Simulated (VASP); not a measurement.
# SnO2 (P4_2/mnm) in VASP: vibrations by perturbation theory with PBE

Aim: the vibrations by perturbation theory of SnO2 with PBE.

All numbers are computed with VASP 6.6.1; they aren't measurements. Logs are shortened: lines on timing, memory, paths and dates and some standing lists are left out, and cuts for length are marked.

## 1. The cell of the first run

It takes space group P4_2/mnm (No. 136, tetragonal). Conventional cell: a = 4.738 Å, b = 4.738 Å, c = 3.187 Å, α = 90.00°, β = 90.00°, γ = 90.00°. Within 2.7 Å of Sn (site symmetry mmm) lie 6 O at 2.05 to 2.06 Å. O (site symmetry m2m) has 3 Sn at 2.05 to 2.06 Å and 1 O at 2.59 Å within 2.7 Å.

## 2. Vibrations by perturbation theory, PBE

Contents of INCAR:

```
PREC     = Accurate       # precision mode
ENCUT    = 520            # plane-wave cutoff, eV
EDIFF    = 1E-8           # SCF threshold, eV
ISMEAR   = 0              # smearing method
SIGMA    = 0.01           # smearing width, eV
LREAL    = False          # projectors in reciprocal space
LASPH    = True           # aspherical terms in the spheres
NELM     = 80             # most SCF steps
ALGO     = Normal         # electronic algorithm
ISIF     = 2              # what is computed and relaxed
LWAVE    = False          # write WAVECAR
LCHARG   = True           # write CHGCAR
GGA      = PE             # functional
NBANDS   = 35             # bands
IBRION   = 8              # ionic algorithm
NSW      = 1              # ionic steps
LEPSILON = True           # dielectric tensor by DFPT
LUSENCCL = False
```

Contents of KPOINTS:

```
regular mesh
0
Gamma
  4 4 6
```

Contents of POSCAR:

```
SnO2
1.0
    4.7380000000      0.0000000000      0.0000000000
    0.0000000000      4.7380000000      0.0000000000
    0.0000000000      0.0000000000      3.1865000000
Sn O
2 4
Direct
    0.0000000000      0.0000000000      0.0000000000
    0.5000000000      0.5000000000      0.5000000000
    0.3071000000      0.3071000000      0.0000000000
    0.1929000000      0.8071000000      0.5000000000
    0.6929000000      0.6929000000      0.0000000000
    0.8071000000      0.1929000000      0.5000000000
```

Potentials or basis: VASP PAW PBE potentials, release 64 (Sn_d, O).

The run is started by

```console
> cat potpaw_PBE.64/Sn_d/POTCAR potpaw_PBE.64/O/POTCAR > POTCAR
> mpirun -np 1 vasp_std > vasp.out
```

OUTCAR:

```text
PREC = Accurate
   ENCUT = 520
   EDIFF = 1E-8
   ISMEAR = 0
   LREAL = False
   LASPH = True
   NELM = 80
   ISIF = 2
   GGA = PE
   IBRION = 8
   NSW = 1
   LEPSILON = True

 ion  position               nearest neighbor table
   1  0.000  0.000  0.000-   4 2.05   6 2.05   4 2.05   6 2.05   5 2.06   3 2.06   2 3.71   2 3.71
                             2 3.71   2 3.71   2 3.71   2 3.71   2 3.71   2 3.71
   2  0.500  0.500  0.500-   3 2.05   5 2.05   3 2.05   5 2.05   4 2.06   6 2.06   1 3.71   1 3.71
                             1 3.71   1 3.71   1 3.71   1 3.71   1 3.71   1 3.71
   3  0.307  0.307  0.000-   2 2.05   2 2.05   1 2.06
   4  0.193  0.807  0.500-   1 2.05   1 2.05   2 2.06
   5  0.693  0.693  0.000-   2 2.05   2 2.05   1 2.06
   6  0.807  0.193  0.500-   1 2.05   1 2.05   2 2.06

  LATTYP: Found a simple tetragonal cell.
 ALAT       =     4.7380000000
 C/A-ratio  =     0.6725411566

  Lattice vectors:

 A1 = (   4.7380000000,   0.0000000000,   0.0000000000)
 A2 = (   0.0000000000,   4.7380000000,   0.0000000000)
 A3 = (   0.0000000000,   0.0000000000,   3.1865000000)

Analysis of symmetry for initial positions (statically):
=====================================================================
 Subroutine PRICEL returns:
 Original cell was already a primitive cell.

 Routine SETGRP: Setting up the symmetry group for a
 simple tetragonal supercell.

 Subroutine GETGRP returns: Found 16 space group operations
 (whereof  8 operations were pure point group operations)
 out of a pool of 16 trial point group operations.

The static configuration has the point symmetry D_2h.
 The point group associated with its full space group is D_4h.

Analysis of symmetry for dynamics (positions and initial velocities):
=====================================================================
 Subroutine PRICEL returns:
 Original cell was already a primitive cell.

 Routine SETGRP: Setting up the symmetry group for a
 simple tetragonal supercell.

 Subroutine GETGRP returns: Found 16 space group operations
 (whereof  8 operations were pure point group operations)
 out of a pool of 16 trial point group operations.

The dynamic configuration has the point symmetry D_2h.
 The point group associated with its full space group is D_4h.

 Subroutine INISYM returns: Found 16 space group operations
 (whereof  8 operations are pure point group operations),
 and found     1 'primitive' translations

----------------------------------------------------------------------------------------

                                     Primitive cell

  volume of cell :      71.5326

  direct lattice vectors                    reciprocal lattice vectors
     4.738000000  0.000000000  0.000000000     0.211059519  0.000000000  0.000000000
     0.000000000  4.738000000  0.000000000     0.000000000  0.211059519  0.000000000
     0.000000000  0.000000000  3.186500000     0.000000000  0.000000000  0.313823945

  length of vectors
     4.738000000  4.738000000  3.186500000     0.211059519  0.211059519  0.313823945

[... 1137 lines left out ...]

 INTERNAL STRAIN TENSOR  FOR ION    3  DIRECTION 3   (eV/Angst):
 -----------------------------------------------------------------------------
    -0.00088 -0.03848  6.92859
    -0.03848 -0.00088  6.92859
     6.39121  6.39121 -0.01999

 MACROSCOPIC STATIC DIELECTRIC TENSOR (including local field effects in DFT)
 ------------------------------------------------------
           4.399668     0.000000     0.000000
          -0.000000     4.399668     0.000000
           0.000000     0.000000     4.613768
 ------------------------------------------------------

 PIEZOELECTRIC TENSOR (including local field effects)  for field in x, y, z        (e  Angst)
          XX          YY          ZZ          XY          YZ          ZX
  --------------------------------------------------------------------------------
  x     0.00000     0.00000     0.00000     0.00000     0.00000     0.00000
  y     0.00000     0.00000     0.00000     0.00000     0.00000     0.00000
  z     0.00000     0.00000     0.00000     0.00000     0.00000     0.00000

 PIEZOELECTRIC TENSOR (including local field effects)  for field in x, y, z        (C/m^2)
          XX          YY          ZZ          XY          YZ          ZX
  --------------------------------------------------------------------------------
  x     0.00000     0.00000     0.00000     0.00000     0.00000     0.00000
  y     0.00000     0.00000     0.00000     0.00000     0.00000     0.00000
  z     0.00000     0.00000     0.00000     0.00000     0.00000     0.00000

 BORN EFFECTIVE CHARGES (including local field effects) (in |e|, cummulative output)
 ---------------------------------------------------------------------------------
 ion    1
    1     4.08232     0.44599     0.00000
    2     0.44599     4.08232     0.00000
    3     0.00000     0.00000     4.47002
 ion    2
    1     4.08232    -0.44599     0.00000
    2    -0.44599     4.08232     0.00000
    3     0.00000     0.00000     4.47002
 ion    3
    1    -2.04116    -0.70198     0.00000
    2    -0.70198    -2.04116     0.00000
    3     0.00000     0.00000    -2.23501
 ion    4
    1    -2.04116     0.70198     0.00000
    2     0.70198    -2.04116     0.00000
    3     0.00000     0.00000    -2.23501
 ion    5
    1    -2.04116    -0.70198     0.00000
    2    -0.70198    -2.04116     0.00000
    3     0.00000     0.00000    -2.23501
 ion    6
    1    -2.04116     0.70198     0.00000
    2     0.70198    -2.04116     0.00000
    3     0.00000     0.00000    -2.23501

 INTERNAL STRAIN TENSOR FOR ION    6 for displacements in x,y,z  (eV/Angst):
          X           Y           Z          XY          YZ          ZX
  --------------------------------------------------------------------------------
  x     1.46879     0.80706     6.51152     2.51921     0.00000     0.00000
  y    -0.80706    -1.46879    -6.51152    -2.53345     0.00000     0.00000
  z     0.00000     0.00000     0.00000     0.00000    -6.39121     6.92859

 SECOND DERIVATIVES (NOT SYMMETRIZED)
 ------------------------------------
               1X          1Y          1Z          2X          2Y          2Z          3X          3Y          3Z          4X          4Y          4Z          5X          5Y          5Z          6X          6Y          6Z
  1X   -24.928582    1.111735    0.000000    9.447712   -0.010807    0.000000    2.871158    3.872055    0.000000    4.869277   -4.422519    0.000000    2.871158    3.872055    0.000000    4.869277   -4.422519    0.000000
  1Y     1.111735  -24.928582    0.000000   -0.010807    9.447712    0.000000    3.872055    2.871158    0.000000   -4.422519    4.869277    0.000000    3.872055    2.871158    0.000000   -4.422519    4.869277    0.000000
  1Z     0.000000    0.000000  -22.436425    0.000000    0.000000    0.236966    0.000000    0.000000    0.243598    0.000000    0.000000   10.856131    0.000000    0.000000    0.243598    0.000000    0.000000   10.856131
  2X     9.447712    0.010807    0.000000  -24.928582   -1.111735    0.000000    4.869277    4.422519    0.000000    2.871158   -3.872055    0.000000    4.869277    4.422519    0.000000    2.871158   -3.872055    0.000000
  2Y     0.010807    9.447712    0.000000   -1.111735  -24.928582    0.000000    4.422519    4.869277    0.000000   -3.872055    2.871158    0.000000    4.422519    4.869277    0.000000   -3.872055    2.871158    0.000000
  2Z     0.000000    0.000000    0.236966    0.000000    0.000000  -22.436425    0.000000    0.000000   10.856131    0.000000    0.000000    0.243598    0.000000    0.000000   10.856131    0.000000    0.000000    0.243598
  3X     2.882712    3.877833    0.000000    4.856665    4.433347    0.000000  -14.149037  -10.735445    0.000000   -0.333198    0.427553    0.000000    2.654191    2.428508    0.000000    4.088668   -0.431797    0.000000
  3Y     3.877833    2.882712    0.000000    4.433347    4.856665    0.000000  -10.735445  -14.149037    0.000000   -0.431797    4.088668    0.000000    2.428508    2.654191    0.000000    0.427553   -0.333198    0.000000
  3Z     0.000000    0.000000    0.224690    0.000000    0.000000   10.857272    0.000000    0.000000  -14.327343    0.000000    0.000000    1.820485    0.000000    0.000000   -0.395588    0.000000    0.000000    1.820485
  4X     4.856665   -4.433347    0.000000    2.882712   -3.877833    0.000000   -0.333198   -0.427553    0.000000  -14.149037   10.735445    0.000000    4.088668    0.431797    0.000000    2.654191   -2.428508    0.000000
  4Y    -4.433347    4.856665    0.000000   -3.877833    2.882712    0.000000    0.431797    4.088668    0.000000   10.735445  -14.149037    0.000000   -0.427553   -0.333198    0.000000   -2.428508    2.654191    0.000000
  4Z     0.000000    0.000000   10.857272    0.000000    0.000000    0.224690    0.000000    0.000000    1.820485    0.000000    0.000000  -14.327343    0.000000    0.000000    1.820485    0.000000    0.000000   -0.395588
  5X     2.882712    3.877833    0.000000    4.856665    4.433347    0.000000    2.654191    2.428508    0.000000    4.088668   -0.431797    0.000000  -14.149037  -10.735445    0.000000   -0.333198    0.427553    0.000000
  5Y     3.877833    2.882712    0.000000    4.433347    4.856665    0.000000    2.428508    2.654191    0.000000    0.427553   -0.333198    0.000000  -10.735445  -14.149037    0.000000   -0.431797    4.088668    0.000000
  5Z     0.000000    0.000000    0.224690    0.000000    0.000000   10.857272    0.000000    0.000000   -0.395588    0.000000    0.000000    1.820485    0.000000    0.000000  -14.327343    0.000000    0.000000    1.820485
  6X     4.856665   -4.433347    0.000000    2.882712   -3.877833    0.000000    4.088668    0.431797    0.000000    2.654191   -2.428508    0.000000   -0.333198   -0.427553    0.000000  -14.149037   10.735445    0.000000
  6Y    -4.433347    4.856665    0.000000   -3.877833    2.882712    0.000000   -0.427553   -0.333198    0.000000   -2.428508    2.654191    0.000000    0.431797    4.088668    0.000000   10.735445  -14.149037    0.000000
  6Z     0.000000    0.000000   10.857272    0.000000    0.000000    0.224690    0.000000    0.000000    1.820485    0.000000    0.000000   -0.395588    0.000000    0.000000    1.820485    0.000000    0.000000  -14.327343

 Eigenvectors and eigenvalues of the dynamical matrix
 ----------------------------------------------------

   1 f  =   23.203870 THz   145.794214 2PiTHz  773.997785 cm-1    95.963452 meV
             X         Y         Z           dx          dy          dz
      0.000000  0.000000  0.000000     0.000000    0.000000   -0.000000
      2.369000  2.369000  1.593250    -0.000000   -0.000000    0.000000
      1.455040  1.455040  0.000000     0.353553    0.353553    0.000000
      0.913960  3.824040  1.593250     0.353553   -0.353553   -0.000000
      3.282960  3.282960  0.000000    -0.353553   -0.353553   -0.000000
      3.824040  0.913960  1.593250    -0.353553    0.353553    0.000000
[... 145 lines left out ...]
  18 f/i=    0.004805 THz     0.030191 2PiTHz    0.160281 cm-1     0.019872 meV
             X         Y         Z           dx          dy          dz
      0.000000  0.000000  0.000000     0.000000   -0.000000   -0.627457
      2.369000  2.369000  1.593250     0.000000   -0.000000   -0.627457
      1.455040  1.455040  0.000000     0.000000   -0.000000   -0.230541
      0.913960  3.824040  1.593250     0.000000   -0.000000   -0.230541
      3.282960  3.282960  0.000000     0.000000   -0.000000   -0.230541
      3.824040  0.913960  1.593250     0.000000   -0.000000   -0.230541

--------------------------------------------------------------------------------------------------------

 MACROSCOPIC STATIC DIELECTRIC TENSOR IONIC CONTRIBUTION
 ------------------------------------------------------
           8.980835     0.000000    -0.000000
           0.000000     8.980835     0.000000
          -0.000000     0.000000     4.556170
 ------------------------------------------------------

 ELASTIC MODULI CONTR FROM IONIC RELAXATION (kBar)
 Direction    XX          YY          ZZ          XY          YZ          ZX
 --------------------------------------------------------------------------------
 XX        -264.9493    246.1517    -53.7826     -0.0000     -0.0000     -0.0000
 YY         246.1517   -264.9493    -53.7826     -0.0000      0.0000      0.0000
 ZZ         -53.7826    -53.7826   -307.7598     -0.0000      0.0000      0.0000
 XY           0.0000     -0.0000     -0.0000    -32.4455      0.0000      0.0000
 YZ          -0.0000      0.0000      0.0000      0.0000   -262.6799      0.0000
 ZX          -0.0000      0.0000      0.0000      0.0000      0.0000   -308.7096
 --------------------------------------------------------------------------------

 PIEZOELECTRIC TENSOR IONIC CONTR  for field in x, y, z        (C/m^2)
          XX          YY          ZZ          XY          YZ          ZX
  --------------------------------------------------------------------------------
  x    -0.00000     0.00000    -0.00000    -0.00000     0.00000     0.00000
  y    -0.00000     0.00000    -0.00000     0.00000     0.00000     0.00000
  z     0.00000    -0.00000     0.00000     0.00000     0.00000    -0.00000
```

Wall time 21 min (1 × NVIDIA H100 80GB with 1 thread of Intel Xeon Platinum 8481C at 2.70GHz (Sapphire Rapids), shared host); peak memory 1.4 GiB.

Results:

```yaml
Electronic_dielectric_tensor_diagonal: 4.40, 4.40, 4.61
Born_charges_mean_of_the_diagonal: Sn +4.21; O -2.11 e
Highest_phonon_frequency_at_Γ_LO-TO_splitting_left_out: 774 cm⁻¹
```

Phonon frequencies in cm⁻¹ (negative: imaginary):
```csv
q point,frequencies
"(0.000, 0.000, 0.000)",0 0 0 36 147 215 215 281 281 350 487 487 489 585 616 616 648 774
```

Electronic dielectric tensor:
```
4.40 0.00 0.00
0.00 4.40 0.00
0.00 0.00 4.61
```

Born effective charge tensors (e):
atom 1, Sn
```
4.08 0.45 0.00
0.45 4.08 0.00
0.00 0.00 4.47
```
atom 2, Sn
```
 4.08 -0.45  0.00
-0.45  4.08  0.00
 0.00  0.00  4.47
```
atom 3, O
```
-2.04 -0.70  0.00
-0.70 -2.04  0.00
 0.00  0.00 -2.24
```
atom 4, O
```
-2.04  0.70  0.00
 0.70 -2.04  0.00
 0.00  0.00 -2.24
```
atom 5, O
```
-2.04 -0.70  0.00
-0.70 -2.04  0.00
 0.00  0.00 -2.24
```
atom 6, O
```
-2.04  0.70  0.00
 0.70 -2.04  0.00
 0.00  0.00 -2.24
```

Caveat: the cell stands under pressure or tension, which shifts response properties; spin-orbit coupling is left out, which moves the levels of the heavy elements.
